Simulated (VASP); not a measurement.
A run of VASP 6.6.1:

Contents of INCAR:

```
SYSTEM = ZnAg
  PREC = Accurate
  ENCUT = 520
  EDIFF = 1E-6
  ISMEAR = 0
  SIGMA = 0.05
  LREAL = .FALSE.
  LASPH = .TRUE.
  NELM = 80
  ALGO = Normal
  ISIF = 2
  LWAVE = .FALSE.
  LCHARG = .TRUE.
  GGA = PS
  LELF = .TRUE.
  LVHAR = .TRUE.
  NBANDS = 18
```

File KPOINTS:

```
regular mesh
0
G
  10 10 10
  0 0 0
```

POSCAR

```
ZnAg
1.0
    3.1376142271      0.0000000000      0.0000000000
    0.0000000000      3.1376142271      0.0000000000
    0.0000000000      0.0000000000      3.1376142271
Zn Ag
1 1
Direct
    0.5000000000      0.5000000000      0.5000000000
    0.0000000000      0.0000000000      0.0000000000
```

Potentials or basis: VASP PAW PBE potentials, release 64 (Zn, Ag).

Launch:

```sh
$ cat potpaw_PBE.64/Zn/POTCAR potpaw_PBE.64/Ag/POTCAR > POTCAR
$ mpirun -np 1 vasp_std > vasp.out
```

Hardware: 1 thread of Intel(R) Xeon(R) Platinum 8375C CPU @ 2.90GHz (Ice Lake), on a shared host.

Question: How long does it take, and how much memory?

Answer: Run time: 12 s on 1 thread of Intel(R) Xeon(R) Platinum 8375C CPU @ 2.90GHz (Ice Lake) (shared host), peak memory 0.16 GiB. Counts: scf iterations 12, k points 56.
